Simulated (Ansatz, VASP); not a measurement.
# C in VASP and in Ansatz

File INCAR:

```
PREC = Accurate ; ENCUT = 910
EDIFF = 1E-7 ; ISMEAR = 0
SIGMA = 0.1 ; LREAL = F
LASPH = T ; NELM = 120
ALGO = Normal ; ISIF = 3
LWAVE = F ; LCHARG = F
IBRION = 2 ; NSW = 80
EDIFFG = -0.01 ; GGA_COMPAT = F
NELMIN = 4
```

File KPOINTS:

```
regular mesh
0
Gamma
  1 1 1
```

The input POSCAR:

```
C
1.0
    1.2280479700     -2.1270618200      0.0000000000
    1.2280479700      2.1270618200      0.0000000000
    0.0000000000      0.0000000000      7.1732677600
C
4
Direct
    0.0833794600      0.9166205400      0.7531376000
    0.5833794600      0.4166205400      0.2468624000
    0.9166205400      0.0833794600      0.2468624000
    0.4166205400      0.5833794600      0.7531376000
```

Input for Ansatz:

```yaml
crystal:
  lattice:
    - [1.22804797, -2.12706182, 0.0]
    - [1.22804797, 2.12706182, 0.0]
    - [0.0, 0.0, 7.17326776]
  atoms:
    - { symbol: C, position: [0.08337946, 0.91662054, 0.7531376] }
    - { symbol: C, position: [0.58337946, 0.41662054, 0.2468624] }
    - { symbol: C, position: [0.91662054, 0.08337946, 0.2468624] }
    - { symbol: C, position: [0.41662054, 0.58337946, 0.7531376] }
basis:
  ecutwfc: 420
kpoints:
  mp_grid: { grid: [1, 1, 1] }
hamiltonian:
  xc: lda
scf:
  occupations: { method: gaussian, width: 0.1 }
output:
  forces: true
  stress: true
  eigenvalues: true
relax:
  adjacent_minimum: "off"
  f_tol: 0.01
  max_steps: 60
  cell: { stress_tol: 0.05 }
```

Alike in both runs: task relaxation of cell and atoms; functional LDA; k mesh 1 × 1 × 1; occupations gaussian, width 0.1 eV; no spin polarisation.

|  | VASP | Ansatz |
| --- | --- | --- |
| version | VASP 6.6.1 | Ansatz 0.2.0 |
| potentials or method | VASP PAW LDA potentials, release 64 (C_h), cutoff 910 eV | scalar-relativistic, plane waves, PAW |
| valence electrons in the cell | 16 | 16 |

Ansatz gave:

| Property | Result |
| --- | --- |
| gap on the k mesh at the Fermi level, each at its own relaxed structure (eV) | 5.40 |
| relaxed volume (Å³/atom) | 14.19 |
| relaxed cell length with the largest relative difference (Å) | 10.411 |

**Question.** Estimate VASP's values.

**Answer.** gap on the k mesh at the Fermi level, each at its own relaxed structure (eV): 5.27; relaxed volume (Å³/atom): 10.92; relaxed cell length with the largest relative difference (Å): 8.017.

LDA's correlation is that of Perdew and Zunger in VASP and of Perdew and Wang (1992) in Ansatz. One of these differences is far larger than is usual between the two programs; its cause wasn't traced.

The k mesh is coarse, so the values compare programs but aren't converged. Noted on VASP's run: the cutoff is short for stress, so the pressure is rough; the volume moved by over 15 % at a fixed basis, so the end points are rough.
